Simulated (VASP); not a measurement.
Wanted: the native input for a VASP 6.6.1 run.

```
Task                   : single point
Functional             : PBE
Potentials or basis    : VASP PAW PBE potentials, release 64 (Sn_d, Ge_d)
Cutoff                 : 520 eV
k mesh                 : 6 × 6 × 2
Occupations            : gaussian, width 0.1 eV
Spin                   : no spin polarisation
Dipole correction      : no
Further INCAR settings : ALGO = Normal; EDIFF = 1e-06; NBANDS = 28
```

The structure of SnGe2 lies in POSCAR:

```
SnGe2
1.0
    2.6965615000     -1.5857063200      0.0000000000
    2.6965615000      1.5857063200      0.0000000000
   -0.5238283800      0.0000000000      7.7924467400
Sn Ge
1 2
Direct
    0.5000000000      0.5000000000      0.0000000000
    0.8333333300      0.8333333300      0.6666666700
    0.1666666700      0.1666666700      0.3333333300
```

One way to write it, as run:

INCAR

```
SYSTEM = SnGe2
PREC = Accurate ; ENCUT = 520
EDIFF = 1E-6 ; ISMEAR = 0
SIGMA = 0.1 ; LREAL = .FALSE.
LASPH = .TRUE. ; NELM = 100
ALGO = Normal ; ISIF = 2
LWAVE = .FALSE. ; LCHARG = .FALSE.
GGA = PE ; NBANDS = 28
```

KPOINTS

```
regular mesh
0
G
  6 6 2
  0 0 0
```

Potentials or basis: VASP PAW PBE potentials, release 64 (Sn_d, Ge_d).

Run with:

```console
$ cat potpaw_PBE.64/Sn_d/POTCAR potpaw_PBE.64/Ge_d/POTCAR > POTCAR
$ mpirun -np 1 vasp_std > vasp.out
```

Results of the run:

The pressure is 2.1 GPa and the largest force is 0.593 eV/Å. The band gap on the k mesh is zero (band 21 reaches 12.94 eV, above the bottom of band 22 at 4.88 eV).

Caveat: the k points lie up to 0.40 Å⁻¹ apart; spin-orbit coupling is left out, which moves the levels of the heavy elements.

Run time: 16 s on 1 thread of Intel(R) Xeon(R) 6975P-C (Granite Rapids) (shared host), peak memory 0.2 GiB.
